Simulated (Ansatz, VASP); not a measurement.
**Two plane-wave programs on Mn2Zn**

```
CELL_PARAMETERS angstrom
0.00000 2.92628 2.92628
2.92628 0.00000 2.92628
2.92628 2.92628 0.00000
ATOMIC_POSITIONS crystal
Mn 0.25000 0.25000 0.25000
Mn 0.75000 0.75000 0.75000
Zn 0.00000 0.00000 0.00000
```

Alike in both runs: functional PBE; k mesh 6 × 6 × 6; occupations gaussian, width 0.1 eV; collinear spin.

Ansatz relaxed the structure, and its values are those at the end. VASP's run is a single point on that final structure, the one shown.

|  | VASP | Ansatz |
| --- | --- | --- |
| version | VASP 6.6.1 | Ansatz 0.2.0 |
| potentials or method | VASP PAW PBE potentials, release 64 (Mn_pv, Zn), cutoff 520 eV | scalar-relativistic, plane waves, PAW |
| valence electrons in the cell | 38 | 42 |

```tsv
	VASP	Ansatz	Ansatz less VASP
gap on the k mesh at the Fermi level (eV)	none	none	-
pressure (GPa)	0.3	0.1	-0.24
net moment per atom (μB)	2.39	2.39	+0.001
size of the moment on the site where the two differ most (μB)	3.52	3.46	-0.063
```

Site moments also hang on the region over which each program counts them. A gap of «none» marks a metal or a gap that the smearing closes. VASP's potentials hold 38 valence electrons a cell and Ansatz's 42, so a difference there can come from the potentials and not from the codes.
